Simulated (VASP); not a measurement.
Here is a VASP 6.6.1 calculation.

Contents of INCAR:

```
  ALGO = Normal
  EDIFF = 1E-6
  ENCUT = 600
  GGA = PE
  GGA_COMPAT = False
  ISIF = 2
  ISMEAR = -1
  LASPH = True
  LCHARG = False
  LREAL = False
  LWAVE = False
  NBANDS = 15
  NELM = 120
  PREC = Accurate
  SIGMA = 0.02
```

The input KPOINTS:

```
k-points
0
Gamma
  8 8 8
```

File POSCAR:

```
SrO
1.0
    0.0000000000      2.7551431861      2.8526331561
    2.7551431861      0.0000000000      2.8526331561
    2.7551431861      2.7551431861      0.0000000000
Sr O
1 1
Direct
    0.0000000000      0.0000000000      0.0000000000
    0.2500000000      0.2500000000      0.2500000000
```

Potentials or basis: VASP PAW PBE potentials, release 64 (Sr_sv, O).

Run with:

```sh
$ cat potpaw_PBE.64/Sr_sv/POTCAR potpaw_PBE.64/O/POTCAR > POTCAR
$ mpirun -np 1 vasp_std > vasp.out
```

Task: Estimate the band gap on the k mesh.

Result: 2.52 eV, indirect (least direct gap 3.38 eV).

Task: What does it give for the pressure?

Result: 1.7 GPa.

Stress tensor (GPa, compression positive):
```
1.83 0.00 0.00
0.00 1.83 0.00
0.00 0.00 1.36
```

Caveat: the cell differs from its parent crystal (epitaxial xy strain -1.3%). A k mesh can miss the band edges.
